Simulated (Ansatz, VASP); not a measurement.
This is a calculation of MgC2 for Ansatz 0.2.0.

The input input.yaml:

```yaml
crystal:
  lattice:
    - [3.950777, 0.0, 0.0]
    - [0.0, 3.950777, 0.0]
    - [0.0, 0.0, 5.08683078]
  atoms:
    - { symbol: Mg, position: [0.0, 0.0, 0.5] }
    - { symbol: Mg, position: [0.5, 0.5, 0.0] }
    - { symbol: C, position: [0.387655, 0.612345, 0.5] }
    - { symbol: C, position: [0.112345, 0.112345, 0.0] }
    - { symbol: C, position: [0.612345, 0.387655, 0.5] }
    - { symbol: C, position: [0.887655, 0.887655, 0.0] }
hamiltonian:
  xc: pbe
  pseudopotentials: { kind: paw }
kpoints:
  mp_grid: { grid: [5, 5, 5] }
scf:
  occupations: { method: fermi_dirac, width: 0.05 }
output:
  forces: true
  stress: true
  eigenvalues: true
```

Potentials or basis: Ansatz PAW.

Launch:

```console
$ ansatz run input.yaml --threads 2 --pin off --max-ram 5632MiB --backend cpu --events-out ev --progress --plain --runs-dir out
```

Problem. Translate it to VASP 6.6.1. Potentials there: VASP PAW PBE potentials, release 64 (Mg_sv, C).

Solution. As run (the cutoff follows the program's own potentials):

The input INCAR:

```
SYSTEM = MgC2
  PREC = Accurate
  ENCUT = 750
  EDIFF = 1E-6
  ISMEAR = -1
  SIGMA = 0.05
  LREAL = .FALSE.
  LASPH = .TRUE.
  NELM = 120
  ALGO = Normal
  ISIF = 2
  LWAVE = .FALSE.
  LCHARG = .TRUE.
  GGA = PE
  LELF = .TRUE.
  LVHAR = .TRUE.
  NBANDS = 27
  GGA_COMPAT = .FALSE.
```

KPOINTS

```
Automatic mesh
0
G
  5 5 5
  0 0 0
```

The input POSCAR:

```
MgC2
1.0
    3.9507770000      0.0000000000      0.0000000000
    0.0000000000      3.9507770000      0.0000000000
    0.0000000000      0.0000000000      5.0868307800
Mg C
2 4
Direct
    0.0000000000      0.0000000000      0.5000000000
    0.5000000000      0.5000000000      0.0000000000
    0.3876550000      0.6123450000      0.5000000000
    0.1123450000      0.1123450000      0.0000000000
    0.6123450000      0.3876550000      0.5000000000
    0.8876550000      0.8876550000      0.0000000000
```

Potentials or basis: VASP PAW PBE potentials, release 64 (Mg_sv, C).

The run is started by

```console
$ cat potpaw_PBE.64/Mg_sv/POTCAR potpaw_PBE.64/C/POTCAR > POTCAR
$ mpirun -np 1 vasp_std > vasp.out
```

Both were run:

|  | VASP | Ansatz | Ansatz less VASP |
| --- | --- | --- | --- |
| gap on the k mesh at the Fermi level (eV) | 2.75 | 2.75 | +0.001 |
| least direct gap on the mesh (eV) | 3.04 | 3.04 | -0.004 |
| pressure (GPa) | -1.6 | -1.3 | +0.24 |
| traceless stress, the component that is largest in VASP (GPa) | -0.65 | -0.49 | +0.155 |
| rms of the force components (eV/Å) | 0.008 | 0.035 | +0.0268 |

Atom by atom the forces differ by 0.043 eV/Å (rms over components).

Noted on Ansatz's run: odd divisions of the mesh miss points on the zone boundary, where band edges often lie, so the gap on the mesh can be too wide.
